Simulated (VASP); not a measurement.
Here is a VASP 6.6.1 calculation.

The input INCAR:

```
SYSTEM = NiO2
PREC = Accurate
ENCUT = 700
EDIFF = 1E-6
ISMEAR = 0
SIGMA = 0.05
LREAL = .False.
LASPH = .True.
NELM = 120
ALGO = Normal
ISIF = 2
LWAVE = .False.
LCHARG = .False.
GGA = PS
NBANDS = 22
GGA_COMPAT = .False.
```

Contents of KPOINTS:

```
Automatic mesh
0
Gamma
  12 12 6
  0 0 0
```

The input POSCAR:

```
NiO2
1.0
    2.8028105550      0.0000000000      0.0000000000
   -1.4014052775      2.4273051426      0.0000000000
    0.0000000000      0.0000000000      4.9060395955
Ni O
1 2
Direct
    0.0000000000      0.0000000000      0.5000000000
    0.6666666667      0.3333333333      0.6750910825
    0.3333333333      0.6666666667      0.3249089175
```

Potentials or basis: VASP PAW PBE potentials, release 64 (Ni_sv_GW, O).

Run with:

```bash
$ cat potpaw_PBE.64/Ni_sv_GW/POTCAR potpaw_PBE.64/O/POTCAR > POTCAR
$ mpirun -np 1 vasp_std > vasp.out
```

Q: Predict the pressure.

A: 7.6 GPa.

Q: What does it give for the band gap on the k mesh?

A: 1.03 eV (least direct gap 1.41 eV).

Q: What does it give for the largest force?

A: 1.349 eV/Å.

Forces on the atoms (eV/Å):
```
Ni   0.000  0.000  0.000
O    0.000  0.000  1.349
O    0.000  0.000 -1.349
```

Caveat: the cell stands under pressure; the PAW data sets were made with another functional, which shifts forces and pressure a little; the run has no spin polarisation, though such a crystal can be magnetic. Spin polarisation is off, so any magnetic state and its effect on volume and gap are missing.
